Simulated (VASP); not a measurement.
A run of VASP 6.6.1:

Contents of INCAR:

```
SYSTEM = KTaO3
ALGO     = Normal         ! electronic algorithm
EDIFF    = 1E-8           ! SCF threshold, eV
ENCUT    = 520            ! plane-wave cutoff, eV
GGA      = CA             ! functional
ISIF     = 2              ! what is computed and relaxed
ISMEAR   = -1             ! smearing method
LASPH    = .TRUE.         ! aspherical terms in the spheres
LCHARG   = .FALSE.        ! write CHGCAR
LEFG     = .TRUE.       
LREAL    = .FALSE.        ! projectors in reciprocal space
LWAVE    = .FALSE.        ! write WAVECAR
NBANDS   = 27             ! bands
NELM     = 100            ! most SCF steps
PREC     = Accurate       ! precision mode
SIGMA    = 0.01           ! smearing width, eV
```

The input KPOINTS:

```
k-points
0
G
  5 5 5
  0 0 0
```

POSCAR

```
KTaO3
1.0
    3.9883000000     -0.0398830000     -0.0398830000
   -0.0398830000      3.9883000000     -0.0398830000
   -0.0398830000     -0.0398830000      3.9883000000
K Ta O
1 1 3
Direct
    0.5000000000      0.5000000000      0.5000000000
    0.0000000000      0.0000000000      0.0000000000
    0.5000000000      0.0000000000      0.0000000000
    0.0000000000      0.5000000000      0.0000000000
    0.0000000000      0.0000000000      0.5000000000
```

Potentials or basis: VASP PAW LDA potentials, release 64 (K_sv, Ta_pv, O).

Command:

```sh
$ cat potpaw_LDA.64/K_sv/POTCAR potpaw_LDA.64/Ta_pv/POTCAR potpaw_LDA.64/O/POTCAR > POTCAR
$ mpirun -np 1 vasp_std > vasp.out
```

Hardware: 1 thread of Intel Xeon 8259CL, with other jobs on the host.

**Question.** How long does it take, and how much memory?

**Answer.** It took 45 s on 1 thread of Intel Xeon 8259CL, on a shared host, peak memory 0.17 GiB. Counts: scf iterations 15, k points 19.
